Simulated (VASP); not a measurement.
Here is a VASP 6.6.1 calculation.

The input INCAR:

```
SYSTEM = BN
  PREC = Accurate
  ENCUT = 520
  EDIFF = 1E-6
  ISMEAR = 0
  SIGMA = 0.05
  LREAL = .False.
  LASPH = .True.
  NELM = 60
  ALGO = Normal
  ISIF = 2
  LWAVE = .False.
  LCHARG = .False.
  GGA = PE
  NBANDS = 16
```

KPOINTS

```
regular mesh
0
Gamma
  12 12 6
  0 0 0
```

The input POSCAR:

```
BN
1.0
    2.5539396017      0.0000000000      0.0000000000
   -1.2769698009      2.2117765748      0.0000000000
    0.0000000000      0.0000000000      4.2268550000
B N
2 2
Direct
    0.5492010853      0.3333333333      0.8577744891
    0.3333333333      0.6666666667      0.4997240000
    0.6666666667      0.3333333333      0.6252760000
    0.3333333333      0.6666666667      0.1252760000
```

Potentials or basis: VASP PAW PBE potentials, release 64 (B, N).

Launch:

```bash
$ cat potpaw_PBE.64/B/POTCAR potpaw_PBE.64/N/POTCAR > POTCAR
$ mpirun -np 1 vasp_std > vasp.out
```

(1) What does it give for the pressure?

(2) Estimate the band gap on the k mesh.

Answers

(1) 110.9 GPa.

(2) zero (bands 8 and 9 overlap by 1.09 eV).

Caveat: the cell differs from its parent crystal (atom 1 (B) moved by (-0.300, -0.600) A along x and z); atoms lie so close that the PAW spheres overlap strongly, which falsifies energies and pressures; the cell stands under pressure; forces of over 1 eV/Å act on the atoms, so gaps and moduli don't describe the material at rest.
